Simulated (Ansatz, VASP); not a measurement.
## Nb2Cu: VASP beside Ansatz

The input INCAR:

```
PREC     = Accurate       # precision mode
ENCUT    = 600            # plane-wave cutoff, eV
EDIFF    = 1E-6           # SCF threshold, eV
ISMEAR   = 0              # smearing method
SIGMA    = 0.1            # smearing width, eV
LREAL    = F              # projectors in reciprocal space
LASPH    = T              # aspherical terms in the spheres
NELM     = 80             # most SCF steps
ALGO     = Fast           # electronic algorithm
ISIF     = 3              # what is computed and relaxed
LWAVE    = F              # write WAVECAR
LCHARG   = F              # write CHGCAR
GGA      = PE             # functional
IBRION   = 2              # ionic algorithm
NSW      = 100            # ionic steps
EDIFFG   = -0.01          # ionic threshold
```

Contents of KPOINTS:

```
regular mesh
0
Gamma
  12 12 18
```

POSCAR

```
Nb2Cu
1.0
    4.6210553528      0.0000000000      0.0000000000
   -2.3105276764      4.0019513278      0.0000000000
    0.0000000000      0.0000000000      2.6843627053
Nb Cu
2 1
Direct
    0.3333333333      0.6666666667      0.5000000000
    0.6666666667      0.3333333333      0.5000000000
    0.0000000000      0.0000000000      0.0000000000
```

Input for Ansatz:

```yaml
crystal:
  lattice:
    - [4.6210553528, 0.0, 0.0]
    - [-2.3105276764, 4.0019513278, 0.0]
    - [0.0, 0.0, 2.6843627053]
  atoms:
    - { symbol: Nb, position: [0.3333333333, 0.6666666667, 0.5] }
    - { symbol: Nb, position: [0.6666666667, 0.3333333333, 0.5] }
    - { symbol: Cu, position: [0.0, 0.0, 0.0] }
basis:
  ecutwfc: 420
kpoints:
  mp_grid: { grid: [12, 12, 18] }
hamiltonian:
  xc: pbe
scf:
  occupations: { method: gaussian, width: 0.1 }
output:
  forces: true
  stress: true
  eigenvalues: true
relax:
  adjacent_minimum: "off"
  f_tol: 0.01
  max_steps: 80
  cell: { stress_tol: 0.05 }
```

Alike in both runs: task relaxation of cell and atoms; functional PBE; k mesh 12 × 12 × 18; occupations gaussian, width 0.1 eV; no spin polarisation.

```csv
,VASP,Ansatz
version,VASP 6.6.1,Ansatz 0.2.0
potentials or method,"VASP PAW PBE potentials, release 64 (Nb_sv, Cu), cutoff 600 eV","scalar-relativistic, plane waves, PAW"
valence electrons in the cell,37,45
```

|  | VASP | Ansatz | Ansatz less VASP |
| --- | --- | --- | --- |
| gap on the k mesh at the Fermi level, each at its own relaxed structure (eV) | none | none | - |
| relaxed volume (Å³/atom) | 16.56 | 16.56 | +0.001 |
| relaxed cell length with the largest relative difference (Å) | 2.695 | 2.692 | -0.0033 |

A gap of «none» marks a metal or a gap that the smearing closes. VASP's potentials hold 37 valence electrons a cell and Ansatz's 45, so a difference there can come from the potentials and not from the codes.
